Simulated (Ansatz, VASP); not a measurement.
## Te2Mo in VASP and in Ansatz

File INCAR:

```
PREC = Accurate ; ENCUT = 520
EDIFF = 1E-7 ; ISMEAR = 0
SIGMA = 0.05 ; LREAL = F
LASPH = T ; NELM = 60
ALGO = Normal ; ISIF = 2
LWAVE = F ; LCHARG = T
GGA = PE ; IVDW = 12
LELF = T ; LVHAR = T
NBANDS = 35
```

The input KPOINTS:

```
regular mesh
0
Gamma
  12 12 2
```

The input POSCAR:

```
Te2Mo
1.0
    3.2934577418     -0.0662560194     -0.0741435815
   -1.7041082668      3.2633962649      0.0437030764
   -0.2905358002      0.0300049700     12.8217809296
Te Mo
4 2
Direct
    0.3444364630      0.6682172632      0.6181435516
    0.6619202410      0.3362448288      0.1160018330
    0.3280825737      0.6680229417      0.8819084458
    0.6632765308      0.3323279149      0.3841511892
    0.3177515168      0.6577973155      0.2501294710
    0.6845326747      0.3373897359      0.7496655094
```

Input for Ansatz:

```yaml
crystal:
  lattice:
    - [3.2934577418, -0.0662560194, -0.0741435815]
    - [-1.7041082668, 3.2633962649, 0.0437030764]
    - [-0.2905358002, 0.03000497, 12.8217809296]
  atoms:
    - { symbol: Te, position: [0.344436463, 0.6682172632, 0.6181435516] }
    - { symbol: Te, position: [0.661920241, 0.3362448288, 0.116001833] }
    - { symbol: Te, position: [0.3280825737, 0.6680229417, 0.8819084458] }
    - { symbol: Te, position: [0.6632765308, 0.3323279149, 0.3841511892] }
    - { symbol: Mo, position: [0.3177515168, 0.6577973155, 0.250129471] }
    - { symbol: Mo, position: [0.6845326747, 0.3373897359, 0.7496655094] }
basis:
  ecutwfc: 420
kpoints:
  mp_grid: { grid: [12, 12, 2] }
hamiltonian:
  xc: pbe
  dispersion: d3bj
scf:
  occupations: { method: gaussian, width: 0.05 }
output:
  forces: true
  stress: true
  eigenvalues: true
```

Change from the starting cell: all atoms moved at random, sigma 0.02 Å a component, cell strained at random, sigma 0.06.

Alike in both runs: task single point; functional PBE; dispersion D3(BJ); k mesh 12 × 12 × 2; occupations gaussian, width 0.05 eV; no spin polarisation.

|  | VASP | Ansatz |
| --- | --- | --- |
| version | VASP 6.6.1 | Ansatz 0.2.0 |
| potentials or method | VASP PAW PBE potentials, release 64 (Te, Mo_sv), cutoff 520 eV | scalar-relativistic, plane waves, PAW |
| valence electrons in the cell | 52 | 92 |

Ansatz gave:

* gap on the k mesh at the Fermi level (eV): none
* pressure (GPa): 10.8
* traceless stress, the component that is largest in VASP (GPa): -11.47
* rms of the force components (eV/Å): 1.238

Problem. What did VASP give for the same quantities?

Solution. gap on the k mesh at the Fermi level (eV): none; pressure (GPa): 10.8; traceless stress, the component that is largest in VASP (GPa): -11.44; rms of the force components (eV/Å): 1.240.

Atom by atom the forces differ by 0.009 eV/Å (rms over components). A gap of «none» marks a metal or a gap that the smearing closes. VASP's potentials hold 52 valence electrons a cell and Ansatz's 92, so a difference there can come from the potentials and not from the codes.

Neither program's run includes spin-orbit coupling.
